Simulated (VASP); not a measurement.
# ZrC (P6_3/mmc) in VASP: notebook

Runs on ZrC. Level: PBE. Tasks: single point.

Program: VASP 6.6.1. These are calculated values, not measurements. Logs are shortened: lines on timing, memory, paths and dates and some standing lists are left out, and cuts for length are marked.

### Step 1. The cell of the first run

Symmetry: P6_3/mmc, No. 194, hexagonal system. Conventional cell: a = 3.322 Å, b = 3.322 Å, c = 5.182 Å, α = 90.00°, β = 90.00°, γ = 120.00°. Zr (site symmetry -6m2) has 6 C at 2.31 Å within 3.1 Å. C (site symmetry -3m) has 6 Zr at 2.31 Å and 2 C at 2.59 Å within 3.1 Å.

### Step 2. Single point, PBE

Input file INCAR:

```
SYSTEM = ZrC
PREC = Accurate ; ENCUT = 520
EDIFF = 1E-7 ; ISMEAR = -1
SIGMA = 0.05 ; LREAL = .False.
LASPH = .True. ; NELM = 80
ALGO = Normal ; ISIF = 2
LWAVE = .False. ; LCHARG = .False.
GGA = PE ; NBANDS = 24
```

Input file KPOINTS:

```
regular mesh
0
Gamma
  9 9 5
  0 0 0
```

Input file POSCAR:

```
ZrC
1.0
    3.3222430439      0.0000000000      0.0000000000
   -1.6611215219      2.8771468735      0.0000000000
    0.0000000000      0.0000000000      5.1820624332
Zr C
2 2
Direct
    0.6666666667      0.3333333333      0.7500000000
    0.3333333333      0.6666666667      0.2500000000
    0.0000000000      0.0000000000      0.5000000000
    0.0000000000      0.0000000000      0.0000000000
```

Potentials or basis: VASP PAW PBE potentials, release 64 (Zr_sv, C).

Launch:

```sh
> cat potpaw_PBE.64/Zr_sv/POTCAR potpaw_PBE.64/C/POTCAR > POTCAR
> mpirun -np 1 vasp_std > vasp.out
```

OUTCAR:

```text
SYSTEM = ZrC
   PREC = Accurate
   ENCUT = 520
   EDIFF = 1E-7
   ISMEAR = -1
   LREAL = .False.
   LASPH = .True.
   NELM = 80
   ISIF = 2
   GGA = PE

 ion  position               nearest neighbor table
   1  0.667  0.333  0.750-   3 2.31   4 2.31   3 2.31   4 2.31   3 2.31   4 2.31   2 3.22   2 3.22
                             2 3.22   2 3.22   2 3.22   2 3.22
   2  0.333  0.667  0.250-   3 2.31   4 2.31   3 2.31   4 2.31   3 2.31   4 2.31   1 3.22   1 3.22
                             1 3.22   1 3.22   1 3.22   1 3.22
   3  0.000  0.000  0.500-   1 2.31   2 2.31   2 2.31   1 2.31   1 2.31   2 2.31
   4  0.000  0.000  0.000-   1 2.31   2 2.31   2 2.31   1 2.31   1 2.31   2 2.31

  LATTYP: Found a hexagonal cell.
 ALAT       =     3.3222430439
 C/A-ratio  =     1.5598083478

  Lattice vectors:

 A1 = (   3.3222430439,   0.0000000000,   0.0000000000)
 A2 = (  -1.6611215219,   2.8771468735,   0.0000000000)
 A3 = (   0.0000000000,   0.0000000000,   5.1820624332)

Analysis of symmetry for initial positions (statically):
=====================================================================
 Subroutine PRICEL returns:
 Original cell was already a primitive cell.

 Routine SETGRP: Setting up the symmetry group for a
 hexagonal supercell.

 Subroutine GETGRP returns: Found 24 space group operations
 (whereof 12 operations were pure point group operations)
 out of a pool of 24 trial point group operations.

The static configuration has the point symmetry D_3d.
 The point group associated with its full space group is D_6h.

Analysis of symmetry for dynamics (positions and initial velocities):
=====================================================================
 Subroutine PRICEL returns:
 Original cell was already a primitive cell.

 Routine SETGRP: Setting up the symmetry group for a
 hexagonal supercell.

 Subroutine GETGRP returns: Found 24 space group operations
 (whereof 12 operations were pure point group operations)
 out of a pool of 24 trial point group operations.

The dynamic configuration has the point symmetry D_3d.
 The point group associated with its full space group is D_6h.

 Subroutine INISYM returns: Found 24 space group operations
 (whereof 12 operations are pure point group operations),
 and found     1 'primitive' translations

----------------------------------------------------------------------------------------

                                     Primitive cell

  volume of cell :      49.5332

  direct lattice vectors                    reciprocal lattice vectors
     3.322243044  0.000000000  0.000000000     0.301001458  0.173783273  0.000000000
    -1.661121522  2.877146874  0.000000000     0.000000000  0.347566546  0.000000000
     0.000000000  0.000000000  5.182062433     0.000000000  0.000000000  0.192973360

  length of vectors
     3.322243044  3.322243044  5.182062433     0.347566546  0.347566546  0.192973360

  position of ions in fractional coordinates (direct lattice)
     0.666666667  0.333333333  0.750000000
     0.333333333  0.666666667  0.250000000
     0.000000000  0.000000000  0.500000000
     0.000000000  0.000000000  0.000000000

  ion indices of the primitive-cell ions
   primitive index   ion index
                 1           1
                 2           2
                 3           3
                 4           4

----------------------------------------------------------------------------------------

 KPOINTS: regular mesh

Automatic generation of k-mesh.
 Grid dimensions read from file:
 generate k-points for:    9    9    5

 Generating k-lattice:

  Cartesian coordinates                     Fractional coordinates (reciprocal lattice)
     0.033444606  0.019309253  0.000000000     0.111111111 -0.000000000  0.000000000
     0.000000000  0.038618505  0.000000000     0.000000000  0.111111111  0.000000000
     0.000000000  0.000000000  0.038594672     0.000000000  0.000000000  0.200000000

  Length of vectors
     0.038618505  0.038618505  0.038594672

  Shift w.r.t. Gamma in fractional coordinates (k-lattice)
     0.000000000  0.000000000  0.000000000

 Subroutine IBZKPT returns following result:
 ===========================================

 Found     36 irreducible k-points:

 Following reciprocal coordinates:
            Coordinates               Weight
  0.000000  0.000000  0.000000      1.000000
  0.111111  0.000000  0.000000      6.000000
  0.222222  0.000000  0.000000      6.000000
  0.333333  0.000000  0.000000      6.000000
  0.444444  0.000000  0.000000      6.000000
  0.111111  0.111111  0.000000      6.000000
[... 16 lines left out ...]
  0.333333  0.222222  0.200000     24.000000
  0.333333  0.333333  0.200000      4.000000
 [... further k-points ...]
   k-points           NKPTS =     36   k-points in BZ     NKDIM =     36   number of bands    NBANDS=     24
   number of dos      NEDOS =    301   number of ions     NIONS =      4
   total plane-waves  NPLWV =  31360
   dimension x,y,z NGX =    28 NGY =   28 NGZ =   40
   dimension x,y,z NGXF=    56 NGYF=   56 NGZF=   80
   ions per type =               2   2
   NGX,Y,Z   is equivalent  to a cutoff of  14.01, 14.01, 12.83 a.u.
   NGXF,Y,Z  is equivalent  to a cutoff of  28.02, 28.02, 25.66 a.u.
 SYSTEM =  ZrC
   PREC   = accura    normal or accurate (medium, high low for compatibility)
   ISTART =      0    job   : 0-new  1-cont  2-samecut
   ICHARG =      2    charge: 1-file 2-atom 10-const
   ISPIN  =      1    spin polarized calculation?
   LNONCOLLINEAR =      F non collinear calculations
   LSORBIT =      F    spin-orbit coupling
   LASPH  =      T    aspherical Exc in radial PAW
   ENCUT  =  520.0 eV  38.22 Ry    6.18 a.u.   6.18  6.18  9.64*2*pi/ulx,y,z
   NELM   =     80;   NELMIN=  2; NELMDL= -5     # of ELM steps
   EDIFF  = 0.1E-06   stopping-criterion for ELM
   LREAL  =      F    real-space projection
   EDIFFG = 0.1E-05   stopping-criterion for IOM
   NSW    =      0    number of steps for IOM
   IBRION =     -1    ionic relax: 0-MD 1-quasi-New 2-CG
   NFREE  =      0    steps in history (QN), initial steepest desc. (CG)
   ISIF   =      2    stress and relaxation
   ISYM   =      2    0-nonsym 1-usesym 2-fastsym
   POTIM  = 0.5000    time-step for ionic-motion
   TEBEG  =    0.0;   TEEND  =   0.0 temperature during run
   PSTRESS=    0.0 pullay stress
   NELECT =      32.0000    total number of electrons
   NUPDOWN=      -1.0000    fix difference up-down
   EMIN   =  10.00;   EMAX   =-10.00  energy-range for DOS
   EFERMI =   0.00;   METHOD = LEGACY
   ISMEAR =    -1;   SIGMA  =   0.05  broadening in eV -4-tet -1-fermi 0-gaus
   EFERMI_NEDOS =   21; number of points for ismear=-14 and -15
   IALGO  =     38    algorithm
   IMIX   =      4    mixing-type and parameters
     AMIX     =   0.40;   BMIX     =  1.00
     AMIX_MAG =   1.60;   BMIX_MAG =  1.00
  volume/ion in A,a.u.               =      12.38        83.57
  Fermi-wavevector in a.u.,A,eV,Ry     =   1.415227  2.674391 27.250670  2.002868
  Thomas-Fermi vector in A             =   2.536687
   LORBIT       =      0    0 simple, 1 ext, 2 COOP (PROOUT), +10 PAW based schemes
   GGA     = PE    functional components
   LHFCALC =     F    Hartree Fock is set to
   AEXX    =    0.0000 exact exchange contribution
   IVDW    =     0    specifies the selected vdW correction
   LEPSILON=     F    determine dielectric tensor
   LRPA    =     F    only Hartree local field effects (RPA)
 non-spin polarized calculation
  energy-cutoff  :      520.00
  volume of cell :       49.53
 maximum number of plane-waves:      1346
 NGX is ok and might be reduce to    28
   NGX = 13   NGY = 13   NGZ = 19

 number of electron      32.0000000 magnetization

 Free energy of the ion-electron system (eV)
  ---------------------------------------------------
  ext. energy  EPLUGINS =         0.00000000
  ---------------------------------------------------
  free energy    TOTEN  =       -38.13657945 eV

  energy without entropy =      -38.13017490  energy(sigma->0) =      -38.13337717

 E-fermi :  10.4540     XC(G=0): -12.3697

 val. band max:       10.4338472988   @ k =   0.2222   0.2222   0.2000
 cond. band min:      10.4775405757   @ k =   0.1111   0.1111   0.2000
 fundamental gap:      0.0436932768
 Fermi energy:        10.4540423272

 k-point     1 :       0.0000    0.0000    0.0000
  band No.  band energies     occupation
      1     -37.6722      2.00000
      2     -37.5234      2.00000
      3     -16.3716      2.00000
      4     -15.5042      2.00000
      5     -15.5042      2.00000
      6     -15.3876      2.00000
[... 16 lines left out ...]
     23      15.2057      0.00000
     24      18.3993      0.00000

 k-point     2 :       0.1111    0.0000    0.0000
  band No.  band energies     occupation
      1     -37.6600      2.00000
      2     -37.5191      2.00000
      3     -16.3285      2.00000
      4     -15.5943      2.00000
      5     -15.5384      2.00000
      6     -15.4688      2.00000
[... 16 lines left out ...]
     23      15.7997      0.00000
     24      17.9091      0.00000

 k-point     3 :       0.2222    0.0000    0.0000
  band No.  band energies     occupation
      1     -37.6278      2.00000
      2     -37.5093      2.00000
      3     -16.2095      2.00000
      4     -15.8245      2.00000
      5     -15.6594      2.00000
      6     -15.6133      2.00000
[... 16 lines left out ...]
     23      16.6809      0.00000
     24      16.7294      0.00000
[... 514 lines left out ...]
 k-point    23 :       0.3333    0.2222    0.2000
  band No.  band energies     occupation
      1     -37.5355      2.00000
      2     -37.5082      2.00000
      3     -16.1933      2.00000
      4     -16.0394      2.00000
      5     -15.8965      2.00000
      6     -15.7135      2.00000
[... 16 lines left out ...]
     23      17.3111      0.00000
     24      17.6302      0.00000

 k-point    24 :       0.3333    0.3333    0.2000
  band No.  band energies     occupation
      1     -37.5176      2.00000
      2     -37.5176      2.00000
      3     -16.1535      2.00000
      4     -15.9859      2.00000
      5     -15.9859      2.00000
      6     -15.8003      2.00000
[... 16 lines left out ...]
     23      18.2428      0.00000
     24      18.2428      0.00000

 [... further k-points ...]
[... 5 lines left out ...]
  --------------------------------------------------------------------------------------
  -------------------------------------------------------------------------------------
  Total        3.7444804      3.7444804      4.3839283      0.0000000      0.0000000     -0.0000000
  in kB      121.1172692    121.1172692    141.8005621      0.0000000      0.0000000     -0.0000000
  external PRESSURE =     128.0117002 kB  Pullay stress =       0.0000000 kB

 VOLUME and BASIS-vectors are now :
 -----------------------------------------------------------------------------
  energy-cutoff  :      520.00
  volume of cell :       49.53
      direct lattice vectors                 reciprocal lattice vectors
     3.322243044  0.000000000  0.000000000     0.301001458  0.173783273  0.000000000
    -1.661121522  2.877146874  0.000000000     0.000000000  0.347566546  0.000000000
     0.000000000  0.000000000  5.182062433     0.000000000  0.000000000  0.192973360

 POSITION                                       TOTAL-FORCE (eV/Angst)
 -----------------------------------------------------------------------------------
      1.66112      0.95905      3.88655         0.000000      0.000000      0.000000
     -0.00000      1.91810      1.29552        -0.000000     -0.000000      0.000000
      0.00000      0.00000      2.59103        -0.000000     -0.000000      0.000000
      0.00000      0.00000      0.00000        -0.000000     -0.000000      0.000000
 -----------------------------------------------------------------------------------
    total drift:                               -0.000000      0.000000     -0.000000

  FREE ENERGIE OF THE ION-ELECTRON SYSTEM (eV)
  ---------------------------------------------------
  free  energy   TOTEN  =       -38.1365794486 eV

  energy  without entropy=      -38.1301749011  energy(sigma->0) =      -38.13337717
```

Run time: 24 s. Hardware: 1 thread of Intel Xeon 6975P-C (Granite Rapids), shared host; peak memory 0.18 GiB.

Results:

```
Free energy            : -38.1366 eV
Pressure               : 12.8 GPa
Band gap on the k mesh : zero (band 16 reaches 11.45 eV, above the bottom of band 17 at 10.43 eV)
```

Stress tensor (GPa, compression positive):
```
12.11  0.00  0.00
 0.00 12.11  0.00
 0.00  0.00 14.18
```

### Step 3. Single point, PBE

This run uses another cell than the first one, of 12.65 Å³/atom, 1.021 times its volume.

Input file INCAR:

```
SYSTEM = ZrC
ALGO = Normal
EDIFF = 1E-6
ENCUT = 520
GGA = PE
ISIF = 2
ISMEAR = -1
LASPH = .True.
LCHARG = .False.
LREAL = .False.
LWAVE = .False.
NBANDS = 24
NELM = 100
PREC = Accurate
SIGMA = 0.05
```

Input file KPOINTS:

```
k-points
0
Gamma
  9 9 5
  0 0 0
```

Input file POSCAR:

```
ZrC
1.0
    3.3456398925      0.0000000000      0.0000000000
   -1.6728199463      2.8974091388      0.0000000000
    0.0000000000      0.0000000000      5.2185570330
Zr C
2 2
Direct
    0.6666666667      0.3333333333      0.7500000000
    0.3333333333      0.6666666667      0.2500000000
    0.0000000000      0.0000000000      0.5000000000
    0.0000000000      0.0000000000      0.0000000000
```

Potentials or basis: VASP PAW PBE potentials, release 64 (Zr_sv, C).

Launch:

```sh
> cat potpaw_PBE.64/Zr_sv/POTCAR potpaw_PBE.64/C/POTCAR > POTCAR
> mpirun -np 1 vasp_std > vasp.out
```

Run time: 21 s. Hardware: 1 thread of Intel Xeon 6975P-C (Granite Rapids), shared host; peak memory 0.19 GiB.

Results (log left out):

```
Free energy            : -38.2031 eV
Pressure               : 7.4 GPa
Band gap on the k mesh : zero (band 16 reaches 11.20 eV, above the bottom of band 17 at 10.19 eV)
```

Stress tensor (GPa, compression positive):
```
6.61 0.00 0.00
0.00 6.61 0.00
0.00 0.00 8.84
```

Levels at points of the mesh, in eV from the Fermi level:
| k point | band 13 | band 14 | band 15 | band 16 | band 17 | band 18 | band 19 | band 20 |
| --- | --- | --- | --- | --- | --- | --- | --- | --- |
| (0.00, 0.00, 0.00) | -2.91 | -1.15 | -1.15 | 0.98 | 1.29 | 1.29 | 1.71 | 1.71 |

### Step 4. Single point, PBE

This run uses another cell than the first one, of 12.91 Å³/atom, 1.043 times its volume.

Input file INCAR:

```
SYSTEM = ZrC
  PREC = Accurate
  ENCUT = 520
  EDIFF = 1E-6
  ISMEAR = -1
  SIGMA = 0.05
  LREAL = .False.
  LASPH = .True.
  NELM = 80
  ALGO = Normal
  ISIF = 2
  LWAVE = .False.
  LCHARG = .True.
  GGA = PE
  LELF = .True.
  LVHAR = .True.
  NBANDS = 24
```

Input file KPOINTS:

```
Automatic mesh
0
Gamma
  9 9 5
  0 0 0
```

Input file POSCAR:

```
ZrC
1.0
    3.3687140002      0.0000000000      0.0000000000
   -1.6843570001      2.9173919023      0.0000000000
    0.0000000000      0.0000000000      5.2545482188
Zr C
2 2
Direct
    0.6666666667      0.3333333333      0.7500000000
    0.3333333333      0.6666666667      0.2500000000
    0.0000000000      0.0000000000      0.5000000000
    0.0000000000      0.0000000000      0.0000000000
```

Launch:

```sh
> cat potpaw_PBE.64/Zr_sv/POTCAR potpaw_PBE.64/C/POTCAR > POTCAR
> mpirun -np 1 vasp_std > vasp.out
```

Run time: 23 s. Hardware: 1 thread of Intel Xeon 6975P-C (Granite Rapids), shared host; peak memory 0.19 GiB.

It converged, with:

```yaml
Free_energy: -38.2357 eV
Pressure: 2.4 GPa
Band_gap_on_the_k_mesh: zero (band 16 reaches 10.95 eV, above the bottom of band 17 at 9.95 eV)
```

Stress tensor (GPa, compression positive):
```
1.64 0.00 0.00
0.00 1.64 0.00
0.00 0.00 4.02
```

Levels at points of the mesh, in eV from the Fermi level:
| k point | band 13 | band 14 | band 15 | band 16 | band 17 | band 18 | band 19 | band 20 |
| --- | --- | --- | --- | --- | --- | --- | --- | --- |
| (0.00, 0.00, 0.00) | -2.86 | -1.13 | -1.13 | 0.96 | 1.26 | 1.26 | 1.67 | 1.67 |

### Step 5. Single point, PBE

This run uses another cell than the first one, of 13.17 Å³/atom, 1.064 times its volume.

Input file INCAR:

```
SYSTEM = ZrC
PREC = Accurate
ENCUT = 520
EDIFF = 1E-7
ISMEAR = -1
SIGMA = 0.05
LREAL = .FALSE.
LASPH = .TRUE.
NELM = 100
ALGO = Normal
ISIF = 2
LWAVE = .FALSE.
LCHARG = .FALSE.
GGA = PE
NBANDS = 24
```

Input file KPOINTS:

```
regular mesh
0
G
  9 9 5
  0 0 0
```

Input file POSCAR:

```
ZrC
1.0
    3.3914762718      0.0000000000      0.0000000000
   -1.6957381359      2.9371046077      0.0000000000
    0.0000000000      0.0000000000      5.2900530000
Zr C
2 2
Direct
    0.6666666667      0.3333333333      0.7500000000
    0.3333333333      0.6666666667      0.2500000000
    0.0000000000      0.0000000000      0.5000000000
    0.0000000000      0.0000000000      0.0000000000
```

Launch:

```sh
> cat potpaw_PBE.64/Zr_sv/POTCAR potpaw_PBE.64/C/POTCAR > POTCAR
> mpirun -np 1 vasp_std > vasp.out
```

It took 26 s on 1 thread of Intel Xeon 6975P-C (Granite Rapids), shared host; peak memory 0.19 GiB.

It converged, with:

| Property | Result |
| --- | --- |
| Free energy | -38.2375 eV |
| Pressure | -2.0 GPa |
| Band gap on the k mesh | zero (band 16 reaches 10.71 eV, above the bottom of band 17 at 9.72 eV) |

Stress tensor (GPa, compression positive):
```
-2.85  0.00  0.00
 0.00 -2.85  0.00
 0.00  0.00 -0.33
```

Levels at points of the mesh, in eV from the Fermi level:
```
           k point  band 12  band 13  band 14  band 15  band 16  band 17  band 18  band 19  band 20  band 21
(0.00, 0.00, 0.00)    -2.82    -2.82    -1.11    -1.11     0.95     1.24     1.24     1.63     1.63     2.33
```

### Step 6. Single point, PBE

This run uses another cell than the first one, of 13.44 Å³/atom, 1.085 times its volume.

Input file INCAR:

```
PREC = Accurate
ENCUT = 520
EDIFF = 1E-6
ISMEAR = -1
SIGMA = 0.05
LREAL = F
LASPH = T
NELM = 100
ALGO = Normal
ISIF = 2
LWAVE = F
LCHARG = F
GGA = PE
NBANDS = 24
```

Input file KPOINTS:

```
regular mesh
0
Gamma
  9 9 5
```

Input file POSCAR:

```
ZrC
1.0
    3.4139370341      0.0000000000      0.0000000000
   -1.7069685171      2.9565561985      0.0000000000
    0.0000000000      0.0000000000      5.3250874846
Zr C
2 2
Direct
    0.6666666667      0.3333333333      0.7500000000
    0.3333333333      0.6666666667      0.2500000000
    0.0000000000      0.0000000000      0.5000000000
    0.0000000000      0.0000000000      0.0000000000
```

Potentials or basis: VASP PAW PBE potentials, release 64 (Zr_sv, C).

Launch:

```sh
> cat potpaw_PBE.64/Zr_sv/POTCAR potpaw_PBE.64/C/POTCAR > POTCAR
> mpirun -np 1 vasp_std > vasp.out
```

Run time: 24 s. Hardware: 1 thread of Intel Xeon 6975P-C (Granite Rapids), shared host; peak memory 0.19 GiB.

Results (log left out):

| Quantity | Value |
| --- | --- |
| Free energy | -38.2115 eV |
| Pressure | -6.0 GPa |
| Band gap on the k mesh | zero (band 16 reaches 10.48 eV, above the bottom of band 17 at 9.50 eV) |

Stress tensor (GPa, compression positive):
```
-6.89  0.00  0.00
 0.00 -6.89  0.00
 0.00  0.00 -4.25
```

Levels at points of the mesh, in eV from the Fermi level:
```csv
k point,band 12,band 13,band 14,band 15,band 16,band 17,band 18,band 19,band 20,band 21
"(0.00, 0.00, 0.00)",-2.77,-2.77,-1.09,-1.09,0.93,1.22,1.22,1.59,1.59,2.28
```

### Step 7. Summary

```csv
cell,gap on the mesh (eV),pressure (GPa)
"a = 3.322, b = 3.322, c = 5.182 Å, angles 90.0, 90.0, 120.0°, 4 atoms",none,12.8
"a = 3.346, b = 3.346, c = 5.219 Å, angles 90.0, 90.0, 120.0°, 4 atoms",none,7.4
"a = 3.369, b = 3.369, c = 5.255 Å, angles 90.0, 90.0, 120.0°, 4 atoms",none,2.4
"a = 3.391, b = 3.391, c = 5.290 Å, angles 90.0, 90.0, 120.0°, 4 atoms",none,-2.0
"a = 3.414, b = 3.414, c = 5.325 Å, angles 90.0, 90.0, 120.0°, 4 atoms",none,-6.0
```

Alike in all rows: task single point; level PBE; potentials or basis VASP PAW PBE potentials, release 64 (Zr_sv, C); no spin polarisation; k mesh 9 × 9 × 5; cutoff (eV) 520; smearing fermi-dirac 0.05 eV.

Total energies depend on the potentials used, so only differences within one code and one set of settings carry meaning.
